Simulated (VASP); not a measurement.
Wanted: the native input for a VASP 6.6.1 run.

```yaml
Task: single point
Functional: PBE
Potentials_or_basis: VASP PAW PBE potentials, release 64 (Zn, S)
Cutoff: 520 eV
k_mesh: 12 × 12 × 4
Occupations: gaussian, width 0.01 eV
Spin: no spin polarisation
Dipole_correction: no
Further_INCAR_settings: ALGO = Normal; EDIFF = 1e-06; NBANDS = 26
```

The structure of ZnS (Wurtzite-2H) lies in POSCAR:

```
ZnS
1.0
    3.8110000000      0.0000000000      0.0000000000
   -1.9055000000      3.3004228138      0.0000000000
    0.0000000000      0.0000000000      6.2340000000
Zn S
2 2
Direct
    0.3333330000      0.6666670000      0.0000000000
    0.6666670000      0.3333330000      0.5000000000
    0.3333330000      0.6666670000      0.3850000000
    0.6666670000      0.3333330000      0.8850000000
```

These files were run (other wordings do the same):

INCAR

```
PREC = Accurate
ENCUT = 520
EDIFF = 1E-6
ISMEAR = 0
SIGMA = 0.01
LREAL = False
LASPH = True
NELM = 80
ALGO = Normal
ISIF = 2
LWAVE = False
LCHARG = False
GGA = PE
NBANDS = 26
```

KPOINTS

```
regular mesh
0
Gamma
  12 12 4
```

Potentials or basis: VASP PAW PBE potentials, release 64 (Zn, S).

Launch:

```sh
$ cat potpaw_PBE.64/Zn/POTCAR potpaw_PBE.64/S/POTCAR > POTCAR
$ mpirun -np 1 vasp_std > vasp.out
```

Results of the run:

```
Pressure               : 2.5 GPa
Largest force          : 0.323 eV/Å
Band gap on the k mesh : 2.25 eV, direct
```

Wall time 55 s on 1 thread of AMD EPYC 9R14 (Zen 4), with other jobs on the host, peak memory 0.2 GiB.
